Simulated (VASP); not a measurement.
# In5O8 (a cell with a defect) in VASP: single point with PBE

Aim: the single point of In5O8 (a cell with a defect) with PBE.

All numbers are computed with VASP 6.6.1; they aren't measurements. Logs are shortened: lines on timing, memory, paths and dates and some standing lists are left out, and cuts for length are marked.

### Step 1. The cell of the first run

The cell holds a defect, 39 atoms: a = 7.971 Å, b = 7.971 Å, c = 7.971 Å, α = 87.00°, β = 87.00°, γ = 87.00°.

### Step 2. Single point, PBE (atoms taken out, then relaxed in part)

The input, INCAR:

```
ALGO = Normal
EDIFF = 1E-6
ENCUT = 520
GGA = PE
ISIF = 2
ISMEAR = -1
LASPH = T
LCHARG = T
LELF = T
LREAL = Auto
LVHAR = T
LWAVE = F
NBANDS = 194
NELECT = 342.0
NELM = 100
PREC = Accurate
SIGMA = 0.01
```

The input, KPOINTS:

```
k-points
0
Gamma
  3 3 3
```

The input, POSCAR:

```
In5O8
1.0
   -5.4870000000     -3.1679209270      4.8366666667
    5.4870000000     -3.1679209270      4.8366666667
    0.0000000000      6.3358418540      4.8366666667
In O
15 24
Direct
    0.8602330072      0.8617399064      0.3511967543
    0.8617399064      0.3511967543      0.8602330072
    0.3511967543      0.8602330072      0.8617399064
    0.1568985466      0.1568985466      0.1568985466
    0.6382384019      0.6413948636      0.1428690907
    0.6413948636      0.1428690907      0.6382384019
    0.1428690907      0.6382384019      0.6413948636
    0.6432582920      0.6432582920      0.6432582920
    0.1543400118      0.1535261561      0.6282010918
    0.1535261561      0.6282010918      0.1543400118
    0.6282010918      0.1543400118      0.1535261561
    0.8618238594      0.8618238594      0.8618238594
    0.3560851564      0.3597864513      0.8495988626
    0.3597864513      0.8495988626      0.3560851564
    0.8495988626      0.3560851564      0.3597864513
    0.6065946820      0.3991296332      0.7497823877
    0.1010697463      0.9014153652      0.7423034494
    0.0819881950      0.3975684596      0.2492684286
    0.6051657458      0.9018307180      0.2483893591
    0.7497823877      0.6065946820      0.3991296332
    0.2492684286      0.0819881950      0.3975684596
    0.2483893591      0.6051657458      0.9018307180
    0.7423034494      0.1010697463      0.9014153652
    0.3991296332      0.7497823877      0.6065946820
    0.9018307180      0.2483893591      0.6051657458
    0.9014153652      0.7423034494      0.1010697463
    0.3975684596      0.2492684286      0.0819881950
    0.4003387666      0.6117203825      0.2494075879
    0.9016576880      0.1007121124      0.2413238614
    0.8972671528      0.6012669651      0.7541330171
    0.4003668342      0.0967481716      0.7440508386
    0.2494075879      0.4003387666      0.6117203825
    0.7541330171      0.8972671528      0.6012669651
    0.7440508386      0.4003668342      0.0967481716
    0.2413238614      0.9016576880      0.1007121124
    0.6117203825      0.2494075879      0.4003387666
    0.0967481716      0.7440508386      0.4003668342
    0.1007121124      0.2413238614      0.9016576880
    0.6012669651      0.7541330171      0.8972671528
```

Potentials or basis: VASP PAW PBE potentials, release 64 (In_d, O).

Started as:

```sh
$ cat potpaw_PBE.64/In_d/POTCAR potpaw_PBE.64/O/POTCAR > POTCAR
$ mpirun -np 1 vasp_std > vasp.out
```

OUTCAR:

```text
EDIFF = 1E-6
   ENCUT = 520
   GGA = PE
   ISIF = 2
   ISMEAR = -1
   LASPH = T
   LREAL = Auto
   NELECT = 342.0
   NELM = 100
   PREC = Accurate

 ion  position               nearest neighbor table
   1  0.860  0.862  0.351-  29 2.09  37 2.11  33 2.15  19 2.23  26 2.26  20 2.26   5 3.15  11 3.29
                            10 3.30   8 3.30   6 3.61   7 3.65   4 3.65  12 3.90  15 3.94  14 3.98
   2  0.862  0.351  0.860-  38 2.09  34 2.11  30 2.15  25 2.23  23 2.26  16 2.26   6 3.15   9 3.29
                            11 3.30   8 3.30   7 3.61   5 3.65   4 3.65  12 3.90  13 3.94  15 3.98
   3  0.351  0.860  0.862-  35 2.09  31 2.11  39 2.15  22 2.23  17 2.26  24 2.26   7 3.15  10 3.29
                             9 3.30   8 3.30   5 3.61   6 3.65   4 3.65  12 3.90  14 3.94  13 3.98
   4  0.157  0.157  0.157-  27 2.14  21 2.14  18 2.14  38 2.17  29 2.17  35 2.17  13 3.25  15 3.25
                            14 3.25   1 3.65   2 3.65   3 3.65   9 3.75  11 3.75  10 3.75
   5  0.638  0.641  0.143-  28 2.06  34 2.10  39 2.14  20 2.27  19 2.28  26 2.29   1 3.15  14 3.18
                            15 3.24  12 3.28   3 3.61   2 3.65  10 3.87  11 3.88   8 3.98   8 3.99
   6  0.641  0.143  0.638-  36 2.06  31 2.10  33 2.14  16 2.27  25 2.28  23 2.29   2 3.15  15 3.18
                            13 3.24  12 3.28   1 3.61   3 3.65  11 3.87   9 3.88   8 3.98   8 3.99
   7  0.143  0.638  0.641-  32 2.06  37 2.10  30 2.14  24 2.27  22 2.28  17 2.29   3 3.15  13 3.18
                            14 3.24  12 3.28   2 3.61   1 3.65   9 3.87  10 3.88   8 3.98   8 3.99
   8  0.643  0.643  0.643-  20 2.11  16 2.11  24 2.11  33 2.25  39 2.25  30 2.25  12 3.17   1 3.30
                             3 3.30   2 3.30  13 3.58  14 3.58  15 3.58   5 3.98   6 3.98   7 3.98
   9  0.154  0.154  0.628-  21 2.05  25 2.13  32 2.14  17 2.21  31 2.23  38 2.34  13 3.05   2 3.29
[... 23 lines left out ...]
  26  0.901  0.742  0.101-  12 2.12  10 2.21   1 2.26   5 2.29
  27  0.398  0.249  0.082-  13 2.04  11 2.05   4 2.14
  28  0.400  0.612  0.249-   5 2.06  14 2.12  10 2.14
  29  0.902  0.101  0.241-   1 2.09   4 2.17  15 2.30  11 2.34
  30  0.897  0.601  0.754-   7 2.14   2 2.15   8 2.25  12 2.29
  31  0.400  0.097  0.744-   6 2.10   3 2.11   9 2.23  13 2.30
  32  0.249  0.400  0.612-   7 2.06  13 2.12   9 2.14
  33  0.754  0.897  0.601-   6 2.14   1 2.15   8 2.25  12 2.29
  34  0.744  0.400  0.097-   5 2.10   2 2.11  11 2.23  15 2.30
  35  0.241  0.902  0.101-   3 2.09   4 2.17  14 2.30  10 2.34
  36  0.612  0.249  0.400-   6 2.06  15 2.12  11 2.14
  37  0.097  0.744  0.400-   7 2.10   1 2.11  10 2.23  14 2.30
  38  0.101  0.241  0.902-   2 2.09   4 2.17  13 2.30   9 2.34
  39  0.601  0.754  0.897-   5 2.14   3 2.15   8 2.25  12 2.29

  LATTYP: Found a trigonal (rhomboedric) cell.
 ALAT       =     7.9709620777
 COS(alpha) =     0.0522835256

  Lattice vectors:

 A1 = (  -5.4870000000,  -3.1679209270,   4.8366666667)
 A2 = (   5.4870000000,  -3.1679209270,   4.8366666667)
 A3 = (   0.0000000000,   6.3358418540,   4.8366666667)

Analysis of symmetry for initial positions (statically):
=====================================================================
 Subroutine PRICEL returns:
 Original cell was already a primitive cell.

 Routine SETGRP: Setting up the symmetry group for a
 trigonal (rhombohedral) supercell.

 Subroutine GETGRP returns: Found  3 space group operations
 (whereof  3 operations were pure point group operations)
 out of a pool of 12 trial point group operations.

The static configuration has the point symmetry C_3 .

Analysis of symmetry for dynamics (positions and initial velocities):
=====================================================================
 Subroutine PRICEL returns:
 Original cell was already a primitive cell.

 Routine SETGRP: Setting up the symmetry group for a
 trigonal (rhombohedral) supercell.

 Subroutine GETGRP returns: Found  3 space group operations
 (whereof  3 operations were pure point group operations)
 out of a pool of 12 trial point group operations.

The dynamic configuration has the point symmetry C_3 .

 Subroutine INISYM returns: Found  3 space group operations
 (whereof  3 operations are pure point group operations),
 and found     1 'primitive' translations

----------------------------------------------------------------------------------------

                                     Primitive cell

  volume of cell :     504.4367

[... 90 lines left out ...]

----------------------------------------------------------------------------------------

 KPOINTS: k-points

Automatic generation of k-mesh.
 Grid dimensions read from file:
 generate k-points for:    3    3    3

 Generating k-lattice:

  Cartesian coordinates                     Fractional coordinates (reciprocal lattice)
    -0.030374825 -0.017536914  0.022972663     0.333333333 -0.000000000 -0.000000000
     0.030374825 -0.017536914  0.022972663    -0.000000000  0.333333333 -0.000000000
     0.000000000  0.035073827  0.022972663    -0.000000000 -0.000000000  0.333333333

  Length of vectors
     0.041927516  0.041927516  0.041927516

  Shift w.r.t. Gamma in fractional coordinates (k-lattice)
     0.000000000  0.000000000  0.000000000

 Subroutine IBZKPT returns following result:
 ===========================================

 Found      6 irreducible k-points:

 Following reciprocal coordinates:
            Coordinates               Weight
  0.000000  0.000000  0.000000      1.000000
  0.333333 -0.000000  0.000000      6.000000
  0.333333  0.333333  0.000000      6.000000
 -0.333333  0.333333  0.000000      6.000000
  0.333333  0.333333  0.333333      2.000000
 -0.333333  0.333333  0.333333      6.000000
   k-points           NKPTS =      6   k-points in BZ     NKDIM =      6   number of bands    NBANDS=    194
   number of dos      NEDOS =    301   number of ions     NIONS =     39
   total plane-waves  NPLWV = 216000
   dimension x,y,z NGX =    60 NGY =   60 NGZ =   60
   dimension x,y,z NGXF=   120 NGYF=  120 NGZF=  120
   ions per type =              15  24
   NGX,Y,Z   is equivalent  to a cutoff of  12.51, 12.51, 12.51 a.u.
   NGXF,Y,Z  is equivalent  to a cutoff of  25.03, 25.03, 25.03 a.u.
 SYSTEM =  unknown system
   PREC   = accura    normal or accurate (medium, high low for compatibility)
   ISTART =      0    job   : 0-new  1-cont  2-samecut
   ICHARG =      2    charge: 1-file 2-atom 10-const
   ISPIN  =      1    spin polarized calculation?
   LNONCOLLINEAR =      F non collinear calculations
   LSORBIT =      F    spin-orbit coupling
   LASPH  =      T    aspherical Exc in radial PAW
   ENCUT  =  520.0 eV  38.22 Ry    6.18 a.u.  14.82 14.82 14.82*2*pi/ulx,y,z
   NELM   =    100;   NELMIN=  2; NELMDL= -5     # of ELM steps
   EDIFF  = 0.1E-05   stopping-criterion for ELM
   LREAL  =      T    real-space projection
   EDIFFG = 0.1E-04   stopping-criterion for IOM
   NSW    =      0    number of steps for IOM
   IBRION =     -1    ionic relax: 0-MD 1-quasi-New 2-CG
   NFREE  =      0    steps in history (QN), initial steepest desc. (CG)
   ISIF   =      2    stress and relaxation
   ISYM   =      2    0-nonsym 1-usesym 2-fastsym
   POTIM  = 0.5000    time-step for ionic-motion
   TEBEG  =    0.0;   TEEND  =   0.0 temperature during run
   PSTRESS=    0.0 pullay stress
   NELECT =     342.0000    total number of electrons
   NUPDOWN=      -1.0000    fix difference up-down
   EMIN   =  10.00;   EMAX   =-10.00  energy-range for DOS
   EFERMI =   0.00;   METHOD = LEGACY
   ISMEAR =    -1;   SIGMA  =   0.01  broadening in eV -4-tet -1-fermi 0-gaus
   EFERMI_NEDOS =   21; number of points for ismear=-14 and -15
   IALGO  =     38    algorithm
   IMIX   =      4    mixing-type and parameters
     AMIX     =   0.40;   BMIX     =  1.00
     AMIX_MAG =   1.60;   BMIX_MAG =  1.00
  volume/ion in A,a.u.               =      12.93        87.28
  Fermi-wavevector in a.u.,A,eV,Ry     =   1.438185  2.717775 28.141949  2.068375
  Thomas-Fermi vector in A             =   2.557179
   LORBIT       =      0    0 simple, 1 ext, 2 COOP (PROOUT), +10 PAW based schemes
   GGA     = PE    functional components
   LHFCALC =     F    Hartree Fock is set to
   AEXX    =    0.0000 exact exchange contribution
   IVDW    =     0    specifies the selected vdW correction
   LEPSILON=     F    determine dielectric tensor
   LRPA    =     F    only Hartree local field effects (RPA)
 non-spin polarized calculation
  energy-cutoff  :      520.00
  volume of cell :      504.44
 maximum number of plane-waves:     13620
   NGX = 29   NGY = 29   NGZ = 29

 number of electron     341.9999950 magnetization

 Free energy of the ion-electron system (eV)
  ---------------------------------------------------
  ext. energy  EPLUGINS =         0.00000000
  ---------------------------------------------------
  free energy    TOTEN  =      -194.35854445 eV

  energy without entropy =     -194.35854445  energy(sigma->0) =     -194.35854445

 E-fermi :   5.8174     XC(G=0): -11.0623

 val. band max:        5.5327872199   @ k =   0.0000   0.0000   0.0000
 cond. band min:       6.6109089941   @ k =   0.0000   0.0000   0.0000
 fundamental gap:      1.0781217742
 Fermi energy:         5.8174385315

 k-point     1 :       0.0000    0.0000    0.0000
  band No.  band energies     occupation
      1     -12.6197      2.00000
      2     -12.2054      2.00000
      3     -12.2054      2.00000
      4     -12.1315      2.00000
      5     -11.9292      2.00000
      6     -11.9292      2.00000
[... 1105 lines left out ...]
    182      11.2377      0.00000
    183      11.3327      0.00000
 [bands above 183 left out]

------------------------ aborting loop because EDIFF is reached ----------------------------------------

  FORCE on cell =-STRESS in cart. coord.  units (eV):
  Direction    XX          YY          ZZ          XY          YZ          ZX
  --------------------------------------------------------------------------------------
  -------------------------------------------------------------------------------------
  Total       61.4492511     61.4492511     61.5457333     -0.0000002      0.0000000     -0.0000000
  in kB      195.1733316    195.1733316    195.4797755     -0.0000006      0.0000000     -0.0000000
  external PRESSURE =     195.2754796 kB  Pullay stress =       0.0000000 kB

 VOLUME and BASIS-vectors are now :
 -----------------------------------------------------------------------------
  energy-cutoff  :      520.00
  volume of cell :      504.44
      direct lattice vectors                 reciprocal lattice vectors
    -5.487000000 -3.167920927  4.836666667    -0.091124476 -0.052610741  0.068917988
     5.487000000 -3.167920927  4.836666667     0.091124476 -0.052610741  0.068917988
     0.000000000  6.335841854  4.836666667     0.000000000  0.105221482  0.068917988

 POSITION                                       TOTAL-FORCE (eV/Angst)
 -----------------------------------------------------------------------------------
      0.00827     -3.22995     10.02723        -0.007850      0.020072     -0.012641
     -2.80135      1.60781     10.02723         0.021308     -0.003238     -0.012641
      2.79308      1.62213     10.02723        -0.013458     -0.016834     -0.012641
      0.00000      0.00000      2.27660         0.000000      0.000000      0.001547
      0.01732     -3.14858      6.88017        -0.014770      0.011148      0.004038
     -2.73541      1.55929      6.88017         0.017040      0.007217      0.004038
[... 31 lines left out ...]
      0.77154      4.62922      6.01533        -0.015685     -0.001902     -0.015553
      0.83878      1.39114     10.89540        -0.002498     -0.018187      0.003942
 -----------------------------------------------------------------------------------
    total drift:                                0.000001     -0.000001     -0.007798

  FREE ENERGIE OF THE ION-ELECTRON SYSTEM (eV)
  ---------------------------------------------------
  free  energy   TOTEN  =      -194.3585444479 eV

  energy  without entropy=     -194.3585444479  energy(sigma->0) =     -194.35854445
```

It took 12 min on 1 thread of AMD EPYC 9R45 (Zen 5), shared host; peak memory 0.66 GiB.

Results:

| Item | Value |
| --- | --- |
| Free energy | -194.3585 eV |
| Largest force | 0.036 eV/Å |

Forces on the atoms (eV/Å):
```
In  -0.008  0.020 -0.013
In   0.021 -0.003 -0.013
In  -0.013 -0.017 -0.013
In   0.000  0.000  0.002
In  -0.015  0.011  0.004
In   0.017  0.007  0.004
In  -0.002 -0.018  0.004
In   0.000  0.000  0.018
In  -0.015  0.030  0.002
In   0.033 -0.002  0.002
In  -0.018 -0.027  0.002
In   0.000  0.000 -0.017
In  -0.030  0.020  0.002
In   0.032  0.016  0.002
In  -0.002 -0.036  0.002
O   -0.022  0.018  0.012
O    0.005 -0.013  0.005
O   -0.017  0.005  0.005
O   -0.017  0.008 -0.003
O   -0.004 -0.028  0.012
O    0.004 -0.017  0.005
O    0.002 -0.019 -0.003
O    0.009  0.011  0.005
O    0.026  0.010  0.012
O    0.016  0.011 -0.003
O   -0.014  0.003  0.005
O    0.013  0.012  0.005
O   -0.009  0.019 -0.020
O    0.009 -0.013 -0.016
O    0.017  0.007  0.004
O    0.002 -0.005  0.017
O   -0.012 -0.017 -0.020
O   -0.015  0.011  0.004
O    0.003  0.004  0.017
O    0.006  0.015 -0.016
O    0.021 -0.002 -0.020
O   -0.005  0.001  0.017
O   -0.016 -0.002 -0.016
O   -0.002 -0.018  0.004
```

Caveat: the cell carries a net charge on a neutralising background, which shifts energy and pressure; the cell differs from its parent crystal (atoms taken out, then relaxed in part); the cell is charged against a uniform background, so pressure and absolute levels hang on convention; spin-orbit coupling is left out, which moves the levels of the heavy elements.
